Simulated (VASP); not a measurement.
Fe: single point with RPBE

Crystal: Fe.

```
CELL_PARAMETERS angstrom
2.43416 0.00000 0.00000
-1.21708 2.10804 0.00000
0.00000 0.00000 3.84193
ATOMIC_POSITIONS crystal
Fe 0.66667 0.33333 0.75000
Fe 0.33333 0.66667 0.25000
```

This isn't the form of Fe at room conditions, which is bcc.

```
Program                : VASP 6.6.1
Task                   : single point
Functional             : RPBE
Potentials or basis    : VASP PAW PBE potentials, release 64 (Fe_sv)
Cutoff                 : 690 eV
k mesh                 : 12 × 12 × 7
Occupations            : fermi-dirac, width 0.05 eV
Spin                   : collinear spin, ferromagnetic start
Starting moments       : [3.0, 3.0] μB
Dipole correction      : no
Further INCAR settings : ALGO = Normal; EDIFF = 1e-06; NBANDS = 27
```

```
Pressure                                              : 15.0 GPa
Band gap on the k mesh                                : zero (filled and empty bands overlap)
Net moment                                            : 0.00 μB per cell
Valence electrons inside the program's atomic spheres : Fe 13.83
```

Stress tensor (GPa, compression positive):
```
14.16  0.00  0.00
 0.00 14.16  0.00
 0.00  0.00 16.55
```

Levels at points of the mesh, in eV from the Fermi level:
Spin up:
```
           k point  band 12  band 13  band 14  band 15  band 16  band 17  band 18  band 19  band 20  band 21
(0.00, 0.00, 0.00)    -1.76    -1.61    -1.26    -1.26    -0.91    -0.91     0.41     0.74     0.74     9.10
(0.50, 0.00, 0.00)    -2.23    -2.09    -1.63    -1.13     0.85     1.09     1.13     2.75     4.96    11.48
```
Spin down:
| k point | band 14 | band 15 | band 16 | band 17 | band 18 | band 19 |
| --- | --- | --- | --- | --- | --- | --- |
| (0.00, 0.00, 0.00) | -1.26 | -1.26 | -0.91 | -0.91 | 0.41 | 0.74 |
| (0.50, 0.00, 0.00) | -1.63 | -1.13 | 0.84 | 1.09 | 1.13 | 2.75 |

Wall time 2 min on 1 thread of Intel(R) Xeon(R) Platinum 8259CL CPU @ 2.50GHz (Skylake/Cascade Lake), with other jobs on the host, peak memory 0.22 GiB.

Caveat: the cell stands under pressure; the moments typed at the start vanished in this run; the PAW data sets were made with another functional, which shifts forces and pressure a little.
